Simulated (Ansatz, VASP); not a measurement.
# Two plane-wave programs on TaN

Contents of POSCAR:

```
TaN
1.0
    0.5311413630      2.4743414714      2.4743414714
    2.4743414714      0.5311413630      2.4743414714
    2.4743414714      2.4743414714      0.5311413630
Ta N
1 1
Direct
    0.5000000000      0.5000000000      0.5000000000
    0.0000000000      0.0000000000      0.0000000000
```

The input INCAR.step1:

```
SYSTEM = TaN
ALGO = Normal
EDIFF = 1E-4
ENCUT = 520
GGA = PE
ISMEAR = 0
LASPH = .TRUE.
LCHARG = .FALSE.
LREAL = .FALSE.
LWAVE = .TRUE.
NBANDS = 15
NELM = 80
PREC = Accurate
SIGMA = 0.15
```

Contents of INCAR.step2:

```
SYSTEM = TaN
ALGO = Normal
EDIFF = 1E-7
ENCUT = 520
ISIF = 2
ISMEAR = 0
ISTART = 1
LASPH = .TRUE.
LCHARG = .FALSE.
LMIXTAU = .TRUE.
LREAL = .FALSE.
LWAVE = .FALSE.
METAGGA = R2SCAN
NBANDS = 15
NELM = 80
PREC = Accurate
SIGMA = 0.15
```

KPOINTS

```
k-points
0
G
  20 20 20
  0 0 0
```

Input for Ansatz:

```yaml
crystal:
  lattice:
    - [0.531141363, 2.4743414714, 2.4743414714]
    - [2.4743414714, 0.531141363, 2.4743414714]
    - [2.4743414714, 2.4743414714, 0.531141363]
  atoms:
    - { symbol: Ta, position: [0.5, 0.5, 0.5] }
    - { symbol: "N", position: [0.0, 0.0, 0.0] }
basis:
  ecutwfc: 500
kpoints:
  mp_grid: { grid: [20, 20, 20] }
hamiltonian:
  xc: r2scan
scf:
  occupations: { method: gaussian, width: 0.15 }
output:
  forces: true
  stress: true
  eigenvalues: true
```

Alike in both runs: task single point; functional r2SCAN; k mesh 20 × 20 × 20; occupations gaussian, width 0.15 eV; no spin polarisation.

|  | VASP | Ansatz |
| --- | --- | --- |
| version | VASP 6.6.1 | Ansatz 0.2.0 |
| potentials or method | VASP PAW PBE potentials, release 64 (Ta_pv, N), cutoff 520 eV | scalar-relativistic, plane waves, PAW |
| valence electrons in the cell | 16 | 18 |

Ansatz gave:

* gap on the k mesh at the Fermi level (eV): none
* pressure (GPa): 13.3
* traceless stress, the component that is largest in VASP (GPa): -28.54

Problem. Which values does VASP return?

Solution. gap on the k mesh at the Fermi level (eV): none; pressure (GPa): 15.5; traceless stress, the component that is largest in VASP (GPa): -28.39.

VASP's potentials were made for PBE, not for r2SCAN. A gap of «none» marks a metal or a gap that the smearing closes. VASP's potentials hold 16 valence electrons a cell and Ansatz's 18, so a difference there can come from the potentials and not from the codes.

Neither program's run includes spin-orbit coupling.
